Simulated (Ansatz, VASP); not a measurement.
InSb: VASP beside Ansatz

```
In Sb
1.0
     5.35700    0.00000    0.00000
     0.00000    5.71200    0.00000
     0.00000    0.00000    3.06300
In Sb
2 2
Direct
  0.00000 0.00000 0.00000
  0.50000 0.50000 0.00000
  0.50000 0.00000 0.83500
  0.00000 0.50000 0.16500
```

Alike in both runs: task single point; functional LDA; k mesh 6 × 6 × 11; occupations fermi-dirac, width 0.08 eV; no spin polarisation.

|  | VASP | Ansatz |
| --- | --- | --- |
| version | VASP 6.6.1 | Ansatz 0.2.0 |
| potentials or method | VASP PAW LDA potentials, release 64 (In_d, Sb), cutoff 520 eV | all-electron LAPW, scalar-relativistic |

Ansatz gave:

| Item | Value |
| --- | --- |
| pressure (GPa) | 11.6 |
| traceless stress, the component that is largest in VASP (GPa) | 11.08 |
| rms of the force components (eV/Å) | 0.268 |

Question: What did VASP give for the same quantities?

Answer: Pressure (GPa): 11.8; traceless stress, the component that is largest in VASP (GPa): 11.12; rms of the force components (eV/Å): 0.270.

LDA's correlation is that of Perdew and Zunger in VASP and of Perdew and Wang (1992) in Ansatz. Atom by atom the forces differ by 0.003 eV/Å (rms over components). Ansatz ran all-electron here, and VASP with PAW potentials.

Spin-orbit coupling is off throughout.
